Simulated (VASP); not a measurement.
# CaNdAu3: single point with PBE

Crystal: CaNdAu3.

```xyz
5
Lattice="3.1885 -4.5541 0.0000 3.1885 4.5541 0.0000 0.0000 0.0000 5.5341" Properties=species:S:1:pos:R:3 pbc="T T T"
Ca    0.0000    0.0000    0.0000
Nd    3.1885    0.0000    2.7670
Au    1.5943    2.2770    2.7670
Au    1.5943   -2.2770    2.7670
Au    3.1885    0.0000    0.0000
```

The cell was generated, and may not be a known phase.

- Program: VASP 6.6.1
- Task: single point
- Functional: PBE
- Potentials or basis: VASP PAW PBE potentials, release 64 (Ca_sv, Nd_3, Au), 4f in core
- Cutoff: 500 eV
- k mesh: 3 × 3 × 3
- Occupations: gaussian, width 0.2 eV
- Spin: no spin polarisation

| Property | Result |
| --- | --- |
| Pressure | 0.4 GPa |
| Band gap on the k mesh | zero (bands 27 and 28 overlap by 1.58 eV) |

Stress tensor (GPa, compression positive):
```
0.22 0.00 0.00
0.00 0.67 0.00
0.00 0.00 0.27
```

Levels at points of the mesh, in eV from the Fermi level:
```
           k point  band 23  band 24  band 25  band 26  band 27  band 28  band 29  band 30
(0.00, 0.00, 0.00)    -2.96    -2.93    -1.96    -0.46     1.18     1.48     1.62     2.17
```

Wall time 24 s on 1 thread of Intel(R) Xeon(R) 6975P-C (Granite Rapids), with other jobs on the host, peak memory 0.26 GiB.

Caveat: the k points lie up to 0.40 Å⁻¹ apart, too coarse for converged energies and pressures of a metal; spin-orbit coupling is left out, which moves the levels of the heavy elements; the 4f electrons are frozen in the core, so they carry no moment and show no levels. Spin polarisation is off, so any magnetic state and its effect on volume and gap are missing.
